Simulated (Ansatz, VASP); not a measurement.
One calculation of Al3Cu, two programs

Contents of INCAR:

```
ALGO = Fast ; EDIFF = 1E-6
ENCUT = 520 ; GGA = CA
ISIF = 2 ; ISMEAR = 0
LASPH = True ; LCHARG = True
LELF = True ; LREAL = False
LVHAR = True ; LWAVE = False
NBANDS = 18 ; NELM = 100
PREC = Accurate ; SIGMA = 0.15
```

KPOINTS

```
k-points
0
Gamma
  10 10 10
```

File POSCAR:

```
Al3Cu
1.0
    3.7583150909      0.0000000000      0.0000000000
    0.0000000000      4.0412632705      0.0000000000
    0.0000000000      0.0000000000      3.7650611306
Al Cu
3 1
Direct
    0.0000000000      0.5000000000      0.5000000000
    0.5000000000      0.0000000000      0.5000000000
    0.5000000000      0.5000000000      0.0000000000
    0.0000000000      0.0000000000      0.0000000000
```

Input for Ansatz:

```yaml
crystal:
  lattice:
    - [3.7583150909, 0.0, 0.0]
    - [0.0, 4.0412632705, 0.0]
    - [0.0, 0.0, 3.7650611306]
  atoms:
    - { symbol: Al, position: [0.0, 0.5, 0.5] }
    - { symbol: Al, position: [0.5, 0.0, 0.5] }
    - { symbol: Al, position: [0.5, 0.5, 0.0] }
    - { symbol: Cu, position: [0.0, 0.0, 0.0] }
basis:
  ecutwfc: 520.0
kpoints:
  mp_grid: { grid: [10, 10, 10] }
hamiltonian:
  xc: lda
  pseudopotentials: { kind: paw, azcp: { folder: soft_1 } }
scf:
  occupations: { method: gaussian, width: 0.15 }
output:
  forces: true
  stress: true
  eigenvalues: true
```

Change from the starting cell: strain +e along x and -e along y -0.0367, strain +e along z and -e/2 along x and y -0.0233.

Alike in both runs: task single point; functional LDA; k mesh 10 × 10 × 10; occupations gaussian, width 0.15 eV; no spin polarisation.

|  | VASP | Ansatz |
| --- | --- | --- |
| version | VASP 6.6.1 | Ansatz 0.2.0 |
| potentials or method | VASP PAW LDA potentials, release 64 (Al, Cu), cutoff 520 eV | scalar-relativistic, plane waves, PAW |
| valence electrons in the cell | 20 | 28 |

```csv
,VASP,Ansatz,Ansatz less VASP
gap on the k mesh at the Fermi level (eV),none,none,-
pressure (GPa),1.1,0.5,-0.57
"traceless stress, the component that is largest in VASP (GPa)",-5.59,-5.56,+0.035
```

Ansatz warns that its potentials were made for another functional, while VASP's fit it. LDA's correlation is that of Perdew and Zunger in VASP and of Perdew and Wang (1992) in Ansatz. A gap of «none» marks a metal or a gap that the smearing closes. VASP's potentials hold 20 valence electrons a cell and Ansatz's 28, so a difference there can come from the potentials and not from the codes.
